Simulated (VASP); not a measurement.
Au:

```
Au
1.0
     3.83750    0.00000    0.00000
    -1.91875    3.32337    0.00000
     0.00000    0.00000    4.35377
Au
3
Direct
  0.22540 0.00000 0.33333
  0.00000 0.22540 0.66667
  0.77460 0.77460 0.00000
```

| Quantity | Value |
| --- | --- |
| Program | VASP 6.6.1 |
| Task | relaxation of cell and atoms |
| Functional | PBE |
| Potentials or basis | VASP PAW PBE potentials, release 64 (Au) |
| Cutoff | 600 eV |
| k mesh | 6 × 6 × 4 |
| Occupations | gaussian, width 0.1 eV |
| Spin | no spin polarisation |

At the start: pressure 94.2 GPa; volume 18.51 Å³/atom.

**Question.** Where does the relaxation end?

**Answer.** Over 46 steps the energy falls by 3338.7 meV/atom and the volume is 18.10 Å³/atom (-2.2 %); space group R-3m (No. 166, to 0.05 Å).

The path:
| step | energy change (eV) | largest force (eV/Å) | pressure (GPa) | volume (Å³) |
| --- | --- | --- | --- | --- |
| 1 | 0.0000 | 19.9524 | 94.17 | 55.53 |
| 3 | -3.6687 | 0.1751 | -5.09 | 176.76 |
| 5 | -6.9755 | 0.2371 | -11.59 | 100.74 |
| 7 | -9.2096 | 1.4850 | -1.27 | 65.26 |
| 9 | -9.2465 | 0.9952 | -4.66 | 67.34 |
| 11 | -9.4300 | 0.8685 | 0.48 | 62.48 |
| 13 | -9.5212 | 0.0419 | 1.27 | 61.39 |
| 15 | -9.5237 | 0.0300 | -0.89 | 62.60 |
| 17 | -9.5260 | 0.0098 | -0.12 | 62.15 |
| 19 | -9.5371 | 0.0658 | -0.05 | 61.93 |
| 21 | -9.6760 | 0.3203 | -1.01 | 60.17 |
| 23 | -9.8654 | 0.8763 | 1.85 | 54.52 |
| 25 | -9.8663 | 0.8728 | 1.76 | 54.52 |
| 27 | -9.8718 | 0.8636 | 1.28 | 54.50 |
| 29 | -9.9205 | 0.7510 | 0.82 | 54.30 |
| 31 | -9.9266 | 0.7708 | 0.99 | 54.24 |
| 33 | -9.9365 | 0.7593 | 1.75 | 54.12 |
| 35 | -9.9416 | 0.7276 | 1.60 | 54.19 |
| 37 | -9.9631 | 0.5045 | -1.36 | 54.99 |
| 39 | -9.9909 | 0.3457 | -0.44 | 54.46 |
| 41 | -10.0098 | 0.0840 | 1.67 | 53.55 |
| 43 | -10.0156 | 0.0072 | -0.30 | 54.39 |
| 45 | -10.0160 | 0.0093 | -0.08 | 54.33 |
| 46 | -10.0162 | 0.0165 | 0.09 | 54.30 |

Final structure:
```
Au
1.0
     4.78085    0.00000    0.00000
    -2.39043    4.14034    0.00000
     0.00000    0.00000    2.74338
Au
3
Direct
  0.33381 0.00000 0.33333
  0.00000 0.33381 0.66667
  0.66619 0.66619 0.00000
```

Caveat: the k points lie up to 0.57 Å⁻¹ apart in the final cell.
